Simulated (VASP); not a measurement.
AlGa5As6: single point with PBE

Crystal: AlGa5As6.

```
Al Ga As
1.0
     4.07624    0.00000    0.00000
     0.00000    4.07624    0.00000
     0.00000    0.00000   17.02667
Al Ga As
1 5 6
Direct
  0.00000 0.00000 0.50000
  0.00000 0.00000 0.83318
  0.50000 0.50000 0.00000
  0.00000 0.00000 0.16682
  0.50000 0.50000 0.33366
  0.50000 0.50000 0.66634
  0.50000 0.00000 0.91657
  0.00000 0.50000 0.08343
  0.50000 0.00000 0.25021
  0.00000 0.50000 0.41751
  0.50000 0.00000 0.58249
  0.00000 0.50000 0.74979
```

```
Program                : VASP 6.6.1
Task                   : single point
Functional             : PBE
Potentials or basis    : VASP PAW PBE potentials, release 64 (Al, Ga_d, As)
Cutoff                 : 500 eV
k mesh                 : 4 × 4 × 1
Occupations            : gaussian, width 0.1 eV
Spin                   : no spin polarisation
Dipole correction      : no
Further INCAR settings : ALGO = Normal; EDIFF = 1e-06; NBANDS = 61
```

| Item | Value |
| --- | --- |
| Pressure | 0.4 GPa |
| Largest force | 0.006 eV/Å |
| Band gap on the k mesh | 0.39 eV, direct |

Forces on the atoms (eV/Å):
```
Al   0.000  0.000  0.000
Ga   0.000  0.000  0.001
Ga   0.000  0.000  0.000
Ga   0.000  0.000 -0.001
Ga   0.000  0.000 -0.006
Ga   0.000  0.000  0.006
As   0.000  0.000  0.000
As   0.000  0.000  0.000
As   0.000  0.000  0.002
As   0.000  0.000  0.001
As   0.000  0.000 -0.001
As   0.000  0.000 -0.002
```

Stress tensor (GPa, compression positive):
```
0.51 0.00 0.00
0.00 0.51 0.00
0.00 0.00 0.30
```

Levels at points of the mesh, in eV from the valence-band top:
| k point | band 47 | band 48 | band 49 | band 50 | band 51 | band 52 |
| --- | --- | --- | --- | --- | --- | --- |
| (0.00, 0.00, 0.00) | -0.05 | -0.05 | 0.00 | 0.39 | 1.38 | 1.55 |
| (0.50, 0.00, 0.00) | -1.13 | -1.12 | -1.12 | 1.46 | 1.52 | 1.53 |
| (0.50, 0.50, 0.00) | -2.47 | -2.46 | -2.45 | 1.51 | 1.51 | 1.60 |

Wall time 71 s on 1 thread of Intel(R) Xeon(R) 6975P-C (Granite Rapids) (shared host), peak memory 0.36 GiB.
